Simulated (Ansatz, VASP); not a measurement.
**YCrC4N4: VASP beside Ansatz**

```
CELL_PARAMETERS angstrom
6.30975 0.00000 0.00000
0.00000 6.30975 0.00000
0.00000 0.00000 6.30975
ATOMIC_POSITIONS crystal
Y 0.50000 0.50000 0.50000
Cr 0.00000 0.00000 0.00000
C 0.18659 0.18659 0.18659
C 0.18659 0.81341 0.81341
C 0.81341 0.18659 0.81341
C 0.81341 0.81341 0.18659
N 0.29485 0.29485 0.29485
N 0.29485 0.70515 0.70515
N 0.70515 0.29485 0.70515
N 0.70515 0.70515 0.29485
```

Alike in both runs: functional PBE; k mesh 4 × 4 × 4; occupations gaussian, width 0.02 eV; collinear spin.

Ansatz relaxed the structure, and its values are those at the end. VASP's run is a single point on that final structure, the one shown.

```csv
,VASP,Ansatz
version,VASP 6.6.1,Ansatz 0.2.0
potentials or method,"VASP PAW PBE potentials, release 64 (Y_sv, Cr_pv, C, N), cutoff 520 eV","scalar-relativistic, plane waves, PAW"
valence electrons in the cell,59,61
```

|  | VASP | Ansatz | Ansatz less VASP |
| --- | --- | --- | --- |
| gap on the k mesh at the Fermi level (eV) | 0.87 | 0.87 | -0.006 |
| least direct gap on the mesh (eV) | 0.87 | 0.87 | -0.006 |
| pressure (GPa) | 0.3 | 0.0 | -0.27 |
| rms of the force components (eV/Å) | 0.159 | 0.005 | -0.1545 |
| net moment per atom (μB) | 0.50 | 0.50 | 0.000 |
| size of the moment on the site where the two differ most (μB) | 3.42 | 2.81 | -0.619 |

Site moments also hang on the region over which each program counts them. VASP's potentials hold 59 valence electrons a cell and Ansatz's 61, so a difference there can come from the potentials and not from the codes.

Noted on VASP's run: the standard files for N, O and F lose accuracy on very short bonds.
